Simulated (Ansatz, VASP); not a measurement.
Pt in VASP and in Ansatz

```xyz
4
Lattice="2.7083 0.0000 0.0000 -1.3541 2.3455 0.0000 0.0000 0.0000 9.3530" Properties=species:S:1:pos:R:3 pbc="T T T"
Pt    1.2501    0.8078    3.5074
Pt    1.2501    0.8078    8.1839
Pt    0.1040    1.5376    1.1691
Pt    0.1040    1.5376    5.8456
```

Change from the starting cell: mode 1 frozen in at -0.104 Å and mode 2 at +0.026 Å (largest displacements).

Alike in both runs: task single point; functional LDA; k mesh 18 × 18 × 6; occupations gaussian, width 0.15 eV; no spin polarisation.

```csv
,VASP,Ansatz
version,VASP 6.6.1,Ansatz 0.2.0
potentials or method,"VASP PAW LDA potentials, release 64 (Pt), cutoff 520 eV","scalar-relativistic, plane waves, PAW"
valence electrons in the cell,40,72
```

VASP gave:

- gap on the k mesh at the Fermi level (eV): none
- pressure (GPa): 1.7
- traceless stress, the component that is largest in VASP (GPa): -1.25
- rms of the force components (eV/Å): 0.089

**Question.** Which values does Ansatz return?

**Answer.** gap on the k mesh at the Fermi level (eV): none; pressure (GPa): 0.7; traceless stress, the component that is largest in VASP (GPa): -1.38; rms of the force components (eV/Å): 0.087.

Ansatz warns that its potentials were made for another functional, while VASP's fit it. LDA's correlation is that of Perdew and Zunger in VASP and of Perdew and Wang (1992) in Ansatz. Atom by atom the forces differ by 0.003 eV/Å (rms over components). A gap of «none» marks a metal or a gap that the smearing closes. VASP's potentials hold 40 valence electrons a cell and Ansatz's 72, so a difference there can come from the potentials and not from the codes.

Spin-orbit coupling is off throughout.
